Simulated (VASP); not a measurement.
Wanted: the native input for a VASP 6.6.1 run.

```yaml
Task: single point
Functional: PBE
Potentials_or_basis: VASP PAW PBE potentials, release 64 (As, S)
Cutoff: 520 eV
k_mesh: 10 × 10 × 10
Occupations: gaussian, width 0.1 eV
Spin: no spin polarisation
Dipole_correction: no
Further_INCAR_settings: ALGO = Normal; EDIFF = 1e-06; NBANDS = 21
```

The structure of As4S lies in POSCAR:

```
As4S
1.0
   -3.0001661740      3.0001661740      3.0001661740
    3.0001661740     -3.0001661740      3.0001661740
    3.0001661740      3.0001661740     -3.0001661740
As S
4 1
Direct
    0.5000000000      0.5000000000      0.5000000000
    0.5000000000      0.0000000000      0.0000000000
    0.0000000000      0.0000000000      0.5000000000
    0.0000000000      0.5000000000      0.0000000000
    0.0000000000      0.0000000000      0.0000000000
```

The cell was built from a structure type or drawn by symmetry, and may not be a known phase.

These files were run (other wordings do the same):

INCAR

```
ALGO     = Normal         # electronic algorithm
EDIFF    = 1E-6           # SCF threshold, eV
ENCUT    = 520            # plane-wave cutoff, eV
GGA      = PE             # functional
ISIF     = 2              # what is computed and relaxed
ISMEAR   = 0              # smearing method
LASPH    = T              # aspherical terms in the spheres
LCHARG   = T              # write CHGCAR
LELF     = T              # ELF
LREAL    = F              # projectors in reciprocal space
LVHAR    = T            
LWAVE    = F              # write WAVECAR
NBANDS   = 21             # bands
NELM     = 100            # most SCF steps
PREC     = Accurate       # precision mode
SIGMA    = 0.1            # smearing width, eV
```

KPOINTS

```
k-points
0
Gamma
  10 10 10
```

Potentials or basis: VASP PAW PBE potentials, release 64 (As, S).

Command:

```sh
$ cat potpaw_PBE.64/As/POTCAR potpaw_PBE.64/S/POTCAR > POTCAR
$ mpirun -np 1 vasp_std > vasp.out
```

It gave:

The pressure is 0.0 GPa and the band gap on the k mesh is zero (bands 13 and 14 overlap by 2.26 eV).

Wall time 77 s on 1 thread of Intel(R) Xeon(R) Platinum 8488C (Sapphire Rapids), with other jobs on the host, peak memory 0.27 GiB.
